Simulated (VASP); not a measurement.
# InTe4 (R-3m) in VASP: single point with PBE

Aim: the single point of InTe4 with PBE.

All numbers are computed with VASP 6.6.1; they aren't measurements. Logs are shortened: lines on timing, memory, paths and dates and some standing lists are left out, and cuts for length are marked.

### Step 1. The cell of the first run

The structure is trigonal, space group R-3m (No. 166). Conventional cell: a = 4.442 Å, b = 4.442 Å, c = 28.041 Å, α = 90.00°, β = 90.00°, γ = 120.00°. In (site symmetry -3m) has 6 Te at 3.11 Å within 4.1 Å. Within 4.1 Å of Te (site symmetry 3m) lie 3 In at 3.11 Å and 3 Te at 3.29 Å. Te (site symmetry 3m) has 6 Te at 3.08 to 3.29 Å within 4.1 Å.

### Step 2. Single point, PBE

Input file INCAR:

```
PREC = Accurate
ENCUT = 520
EDIFF = 1E-6
ISMEAR = 0
SIGMA = 0.2
LREAL = False
LASPH = True
NELM = 60
ALGO = Normal
ISIF = 2
LWAVE = False
LCHARG = False
GGA = PE
NBANDS = 26
```

Input file KPOINTS:

```
Automatic mesh
0
Gamma
  4 4 4
```

Input file POSCAR:

```
InTe4
1.0
    2.2211267444      1.2823681238      9.3468362398
   -2.2211267444      1.2823681238      9.3468362398
    0.0000000000     -2.5647362476      9.3468362398
In Te
1 4
Direct
    0.0000000000      0.0000000000      0.0000000000
    0.3963126006      0.3963126006      0.3963126006
    0.8028770576      0.8028770576      0.8028770576
    0.6036873994      0.6036873994      0.6036873994
    0.1971229424      0.1971229424      0.1971229424
```

Potentials or basis: VASP PAW PBE potentials, release 64 (In_d, Te).

Launch:

```bash
cat potpaw_PBE.64/In_d/POTCAR potpaw_PBE.64/Te/POTCAR > POTCAR
mpirun -np 1 vasp_std > vasp.out
```

OUTCAR:

```text
PREC = Accurate
   ENCUT = 520
   EDIFF = 1E-6
   ISMEAR = 0
   LREAL = False
   LASPH = True
   NELM = 60
   ISIF = 2
   GGA = PE

 ion  position               nearest neighbor table
   1  0.000  0.000  0.000-   4 3.11   4 3.11   2 3.11   2 3.11   4 3.11   2 3.11
   2  0.396  0.396  0.396-   1 3.11   1 3.11   1 3.11   3 3.29   3 3.29   3 3.29
   3  0.803  0.803  0.803-   5 3.08   5 3.08   5 3.08   2 3.29   2 3.29   2 3.29
   4  0.604  0.604  0.604-   1 3.11   1 3.11   1 3.11   5 3.29   5 3.29   5 3.29
   5  0.197  0.197  0.197-   3 3.08   3 3.08   3 3.08   4 3.29   4 3.29   4 3.29

  LATTYP: Found a trigonal (rhomboedric) cell.
 ALAT       =     9.6923278790
 COS(alpha) =     0.8949682785

  Lattice vectors:

 A1 = (   2.2211267444,   1.2823681238,   9.3468362398)
 A2 = (  -2.2211267444,   1.2823681238,   9.3468362398)
 A3 = (   0.0000000000,  -2.5647362476,   9.3468362398)

Analysis of symmetry for initial positions (statically):
=====================================================================
 Subroutine PRICEL returns:
 Original cell was already a primitive cell.

 Routine SETGRP: Setting up the symmetry group for a
 trigonal (rhombohedral) supercell.

 Subroutine GETGRP returns: Found 12 space group operations
 (whereof 12 operations were pure point group operations)
 out of a pool of 12 trial point group operations.

The static configuration has the point symmetry D_3d.

Analysis of symmetry for dynamics (positions and initial velocities):
=====================================================================
 Subroutine PRICEL returns:
 Original cell was already a primitive cell.

 Routine SETGRP: Setting up the symmetry group for a
 trigonal (rhombohedral) supercell.

 Subroutine GETGRP returns: Found 12 space group operations
 (whereof 12 operations were pure point group operations)
 out of a pool of 12 trial point group operations.

The dynamic configuration has the point symmetry D_3d.

 Subroutine INISYM returns: Found 12 space group operations
 (whereof 12 operations are pure point group operations),
 and found     1 'primitive' translations

----------------------------------------------------------------------------------------

                                     Primitive cell

  volume of cell :     159.7357

  direct lattice vectors                    reciprocal lattice vectors
     2.221126744  1.282368124  9.346836240     0.225110972  0.129967880  0.035662691
    -2.221126744  1.282368124  9.346836240    -0.225110972  0.129967880  0.035662691
     0.000000000 -2.564736248  9.346836240     0.000000000 -0.259935760  0.035662691

  length of vectors
     9.692327879  9.692327879  9.692327879     0.262370782  0.262370782  0.262370782

  position of ions in fractional coordinates (direct lattice)
     0.000000000  0.000000000  0.000000000
     0.396312601  0.396312601  0.396312601
     0.802877058  0.802877058  0.802877058
     0.603687399  0.603687399  0.603687399
     0.197122942  0.197122942  0.197122942

  ion indices of the primitive-cell ions
   primitive index   ion index
                 1           1
                 2           2
                 3           3
                 4           4
                 5           5

----------------------------------------------------------------------------------------

 KPOINTS: Automatic mesh

Automatic generation of k-mesh.
 Grid dimensions read from file:
 generate k-points for:    4    4    4

 Generating k-lattice:

  Cartesian coordinates                     Fractional coordinates (reciprocal lattice)
     0.056277743  0.032491970  0.008915673     0.250000000  0.000000000  0.000000000
    -0.056277743  0.032491970  0.008915673     0.000000000  0.250000000  0.000000000
     0.000000000 -0.064983940  0.008915673     0.000000000  0.000000000  0.250000000

  Length of vectors
     0.065592695  0.065592695  0.065592695

  Shift w.r.t. Gamma in fractional coordinates (k-lattice)
     0.000000000  0.000000000  0.000000000

 Subroutine IBZKPT returns following result:
 ===========================================

 Found     13 irreducible k-points:

 Following reciprocal coordinates:
            Coordinates               Weight
  0.000000  0.000000  0.000000      1.000000
  0.250000  0.000000  0.000000      6.000000
  0.500000  0.000000  0.000000      3.000000
  0.250000  0.250000  0.000000      6.000000
  0.500000  0.250000  0.000000     12.000000
 -0.250000  0.250000  0.000000      6.000000
  0.500000  0.500000  0.000000      3.000000
  0.250000  0.250000  0.250000      2.000000
  0.500000  0.250000  0.250000      6.000000
 -0.250000  0.250000  0.250000      6.000000
  0.500000  0.500000  0.250000      6.000000
 -0.250000  0.500000  0.250000      6.000000
  0.500000  0.500000  0.500000      1.000000
   k-points           NKPTS =     13   k-points in BZ     NKDIM =     13   number of bands    NBANDS=     26
   number of dos      NEDOS =    301   number of ions     NIONS =      5
   total plane-waves  NPLWV = 373248
   dimension x,y,z NGX =    72 NGY =   72 NGZ =   72
   dimension x,y,z NGXF=   144 NGYF=  144 NGZF=  144
   ions per type =               1   4
   NGX,Y,Z   is equivalent  to a cutoff of  12.35, 12.35, 12.35 a.u.
   NGXF,Y,Z  is equivalent  to a cutoff of  24.70, 24.70, 24.70 a.u.
 SYSTEM =  unknown system
   PREC   = accura    normal or accurate (medium, high low for compatibility)
   ISTART =      0    job   : 0-new  1-cont  2-samecut
   ICHARG =      2    charge: 1-file 2-atom 10-const
   ISPIN  =      1    spin polarized calculation?
   LNONCOLLINEAR =      F non collinear calculations
   LSORBIT =      F    spin-orbit coupling
   LASPH  =      T    aspherical Exc in radial PAW
   ENCUT  =  520.0 eV  38.22 Ry    6.18 a.u.  18.02 18.02 18.02*2*pi/ulx,y,z
   NELM   =     60;   NELMIN=  2; NELMDL= -5     # of ELM steps
   EDIFF  = 0.1E-05   stopping-criterion for ELM
   LREAL  =      F    real-space projection
   EDIFFG = 0.1E-04   stopping-criterion for IOM
   NSW    =      0    number of steps for IOM
   IBRION =     -1    ionic relax: 0-MD 1-quasi-New 2-CG
   NFREE  =      0    steps in history (QN), initial steepest desc. (CG)
   ISIF   =      2    stress and relaxation
   ISYM   =      2    0-nonsym 1-usesym 2-fastsym
   POTIM  = 0.5000    time-step for ionic-motion
   TEBEG  =    0.0;   TEEND  =   0.0 temperature during run
   PSTRESS=    0.0 pullay stress
   NELECT =      37.0000    total number of electrons
   NUPDOWN=      -1.0000    fix difference up-down
   EMIN   =  10.00;   EMAX   =-10.00  energy-range for DOS
   EFERMI =   0.00;   METHOD = LEGACY
   ISMEAR =     0;   SIGMA  =   0.20  broadening in eV -4-tet -1-fermi 0-gaus
   EFERMI_NEDOS =   21; number of points for ismear=-14 and -15
   IALGO  =     38    algorithm
   IMIX   =      4    mixing-type and parameters
     AMIX     =   0.40;   BMIX     =  1.00
     AMIX_MAG =   1.60;   BMIX_MAG =  1.00
  volume/ion in A,a.u.               =      31.95       215.59
  Fermi-wavevector in a.u.,A,eV,Ry     =   1.005406  1.899942 13.753327  1.010841
  Thomas-Fermi vector in A             =   2.138083
   LORBIT       =      0    0 simple, 1 ext, 2 COOP (PROOUT), +10 PAW based schemes
   GGA     = PE    functional components
   LHFCALC =     F    Hartree Fock is set to
   AEXX    =    0.0000 exact exchange contribution
   IVDW    =     0    specifies the selected vdW correction
   LEPSILON=     F    determine dielectric tensor
   LRPA    =     F    only Hartree local field effects (RPA)
 non-spin polarized calculation
 Gauss-broadening in eV      SIGMA  =   0.20
  energy-cutoff  :      520.00
  volume of cell :      159.74
 maximum number of plane-waves:      4318
   NGX = 37   NGY = 37   NGZ = 37

 number of electron      36.9999997 magnetization

 Free energy of the ion-electron system (eV)
  ---------------------------------------------------
  ext. energy  EPLUGINS =         0.00000000
  ---------------------------------------------------
  free energy    TOTEN  =       -15.59154753 eV

  energy without entropy =      -15.53835171  energy(sigma->0) =      -15.56494962

 E-fermi :   6.4019     XC(G=0):  -9.3438

 val. band max:        6.3955868756   @ k =   0.0000   0.0000   0.0000
 cond. band min:       6.4705172074   @ k =   0.2500   0.0000   0.0000
 fundamental gap:      0.0749303318
 Fermi energy:         6.4018830258

 k-point     1 :       0.0000    0.0000    0.0000
  band No.  band energies     occupation
      1      -8.1391      2.00000
      2      -8.1391      2.00000
      3      -8.1018      2.00000
      4      -8.0914      2.00000
      5      -8.0914      2.00000
      6      -7.1532      2.00000
[... 18 lines left out ...]
     25      10.0471      0.00000
     26      11.4457      0.00000

 k-point     2 :       0.2500    0.0000    0.0000
  band No.  band energies     occupation
      1      -8.1791      2.00000
      2      -8.1324      2.00000
      3      -8.0994      2.00000
      4      -8.0901      2.00000
      5      -8.0857      2.00000
      6      -6.6796      2.00000
[... 18 lines left out ...]
     25      10.2629      0.00000
     26      11.1205      0.00000

 k-point     3 :       0.5000    0.0000    0.0000
  band No.  band energies     occupation
      1      -8.2179      2.00000
      2      -8.1294      2.00000
      3      -8.1045      2.00000
      4      -8.0799      2.00000
      5      -8.0762      2.00000
      6      -5.7306      2.00000
[... 18 lines left out ...]
     25      11.2552      0.00000
     26      11.3184      0.00000

 k-point     4 :       0.2500    0.2500    0.0000
  band No.  band energies     occupation
      1      -8.1795      2.00000
      2      -8.1324      2.00000
      3      -8.0994      2.00000
      4      -8.0900      2.00000
      5      -8.0857      2.00000
      6      -6.6712      2.00000
[... 18 lines left out ...]
     25      10.3808      0.00000
     26      11.1072      0.00000

 k-point     5 :       0.5000    0.2500    0.0000
  band No.  band energies     occupation
      1      -8.1953      2.00000
      2      -8.1518      2.00000
      3      -8.0952      2.00000
      4      -8.0883      2.00000
      5      -8.0786      2.00000
      6      -5.8339      2.00000
[... 18 lines left out ...]
     25      11.1475      0.00000
     26      11.2092      0.00000

 k-point     6 :      -0.2500    0.2500    0.0000
  band No.  band energies     occupation
      1      -8.1952      2.00000
      2      -8.1518      2.00000
      3      -8.0952      2.00000
      4      -8.0883      2.00000
      5      -8.0787      2.00000
      6      -5.8474      2.00000
[... 18 lines left out ...]
     25      11.1929      0.00000
     26      11.2891      0.00000

 k-point     7 :       0.5000    0.5000    0.0000
  band No.  band energies     occupation
      1      -8.2181      2.00000
      2      -8.1294      2.00000
      3      -8.1045      2.00000
      4      -8.0799      2.00000
      5      -8.0762      2.00000
      6      -5.7465      2.00000
[... 18 lines left out ...]
     25      10.6657      0.00000
     26      12.4587      0.00000

 k-point     8 :       0.2500    0.2500    0.2500
  band No.  band energies     occupation
      1      -8.1391      2.00000
      2      -8.1391      2.00000
      3      -8.1017      2.00000
      4      -8.0914      2.00000
      5      -8.0914      2.00000
      6      -7.1327      2.00000
[... 18 lines left out ...]
     25       9.8448      0.00000
     26      11.1041      0.00000

 k-point     9 :       0.5000    0.2500    0.2500
  band No.  band energies     occupation
      1      -8.1796      2.00000
      2      -8.1324      2.00000
      3      -8.0994      2.00000
      4      -8.0900      2.00000
      5      -8.0857      2.00000
      6      -6.6500      2.00000
[... 18 lines left out ...]
     25      10.5714      0.00000
     26      10.9592      0.00000

 k-point    10 :      -0.2500    0.2500    0.2500
  band No.  band energies     occupation
      1      -8.2180      2.00000
      2      -8.1294      2.00000
      3      -8.1045      2.00000
      4      -8.0799      2.00000
      5      -8.0762      2.00000
      6      -5.7389      2.00000
[... 18 lines left out ...]
     25      10.9976      0.00000
     26      11.6071      0.00000

 k-point    11 :       0.5000    0.5000    0.2500
  band No.  band energies     occupation
      1      -8.1800      2.00000
      2      -8.1324      2.00000
      3      -8.0995      2.00000
      4      -8.0900      2.00000
      5      -8.0857      2.00000
      6      -6.6406      2.00000
[... 18 lines left out ...]
     25      10.7204      0.00000
     26      10.8919      0.00000

 k-point    12 :      -0.2500    0.5000    0.2500
  band No.  band energies     occupation
      1      -8.1955      2.00000
      2      -8.1518      2.00000
      3      -8.0952      2.00000
      4      -8.0883      2.00000
      5      -8.0786      2.00000
      6      -5.8197      2.00000
[... 18 lines left out ...]
     25      10.8175      0.00000
     26      11.5554      0.00000

 k-point    13 :       0.5000    0.5000    0.5000
  band No.  band energies     occupation
      1      -8.1391      2.00000
      2      -8.1391      2.00000
      3      -8.1015      2.00000
      4      -8.0914      2.00000
      5      -8.0914      2.00000
      6      -7.1106      2.00000
[... 18 lines left out ...]
     25       9.6571      0.00000
     26      11.0044      0.00000

------------------------ aborting loop because EDIFF is reached ----------------------------------------

  FORCE on cell =-STRESS in cart. coord.  units (eV):
  Direction    XX          YY          ZZ          XY          YZ          ZX
  --------------------------------------------------------------------------------------
  -------------------------------------------------------------------------------------
  Total        0.1496703      0.1496703     -0.2865913      0.0000000      0.0000000      0.0000000
  in kB        1.5012200      1.5012200     -2.8745621      0.0000000      0.0000000      0.0000000
  external PRESSURE =       0.0426260 kB  Pullay stress =       0.0000000 kB

 VOLUME and BASIS-vectors are now :
 -----------------------------------------------------------------------------
  energy-cutoff  :      520.00
  volume of cell :      159.74
      direct lattice vectors                 reciprocal lattice vectors
     2.221126744  1.282368124  9.346836240     0.225110972  0.129967880  0.035662691
    -2.221126744  1.282368124  9.346836240    -0.225110972  0.129967880  0.035662691
     0.000000000 -2.564736248  9.346836240     0.000000000 -0.259935760  0.035662691

 POSITION                                       TOTAL-FORCE (eV/Angst)
 -----------------------------------------------------------------------------------
      0.00000      0.00000      0.00000         0.000000      0.000000      0.000000
      0.00000      0.00000     11.11281         0.000000      0.000000     -0.029925
      0.00000      0.00000     22.51308         0.000000      0.000000     -0.017062
      0.00000      0.00000     16.92770         0.000000      0.000000      0.029925
      0.00000      0.00000      5.52743         0.000000     -0.000000      0.017062
 -----------------------------------------------------------------------------------
    total drift:                               -0.000000     -0.000000     -0.000000

  FREE ENERGIE OF THE ION-ELECTRON SYSTEM (eV)
  ---------------------------------------------------
  free  energy   TOTEN  =       -15.5915475258 eV

  energy  without entropy=      -15.5383517118  energy(sigma->0) =      -15.56494962
```

Wall time 2.9 min (1 thread of Intel Xeon Platinum 8375C at 2.90GHz (Ice Lake), shared host); peak memory 0.69 GiB.

What came out:

* Free energy: -15.5915 eV
* Pressure: 0.0 GPa
* Largest force: 0.030 eV/Å

Forces on the atoms (eV/Å):
```
In   0.000  0.000  0.000
Te   0.000  0.000 -0.030
Te   0.000  0.000 -0.017
Te   0.000  0.000  0.030
Te   0.000  0.000  0.017
```

Caveat: the k points lie up to 0.41 Å⁻¹ apart; spin-orbit coupling is left out, which moves the levels of the heavy elements.
